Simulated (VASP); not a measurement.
A run of VASP 6.6.1 is set up as follows.

Contents of INCAR:

```
SYSTEM = Ti2Si3
PREC = Accurate ; ENCUT = 600
EDIFF = 1E-6 ; ISMEAR = 0
SIGMA = 0.1 ; LREAL = .FALSE.
LASPH = .TRUE. ; NELM = 60
ALGO = Normal ; ISIF = 3
LWAVE = .FALSE. ; LCHARG = .FALSE.
GGA = PE ; IBRION = 2
NSW = 100 ; EDIFFG = -0.01
```

Contents of KPOINTS:

```
Automatic mesh
0
G
  8 8 6
  0 0 0
```

Contents of POSCAR:

```
Ti2Si3
1.0
    4.5386408436      0.0000000000      0.0000000000
    0.0000000000      4.5386408436      0.0000000000
    0.0000000000      0.0000000000      6.7425750698
Ti Si
2 3
Direct
    0.0000000000      0.0000000000      0.1446251882
    0.0000000000      0.0000000000      0.8553748118
    0.5000000000      0.0000000000      0.5000000000
    0.0000000000      0.5000000000      0.5000000000
    0.0000000000      0.0000000000      0.5000000000
```

Potentials or basis: VASP PAW PBE potentials, release 64 (Ti_sv, Si).

Command:

```bash
$ cat potpaw_PBE.64/Ti_sv/POTCAR potpaw_PBE.64/Si/POTCAR > POTCAR
$ mpirun -np 1 vasp_std > vasp.out
```

**Question.** Predict the band gap on the k mesh.

**Answer.** Zero (bands 18 and 19 overlap by 0.45 eV).

**Question.** Estimate the space group after relaxing (to 0.1 Å).

**Answer.** P4/mmm (No. 123).

**Question.** Predict the relaxed volume.

**Answer.** 27.86 Å³/atom.

Final structure:
```
Ti Si
1.0
     4.53861    0.00000    0.00000
     0.00000    4.53861    0.00000
     0.00000    0.00000    6.76233
Ti Si
2 3
Direct
  0.00000 0.00000 0.14763
  0.00000 0.00000 0.85237
  0.50000 0.00000 0.50000
  0.00000 0.50000 0.50000
  0.00000 0.00000 0.50000
```

Caveat: atoms lie so close that the PAW spheres overlap strongly, which falsifies energies and pressures.
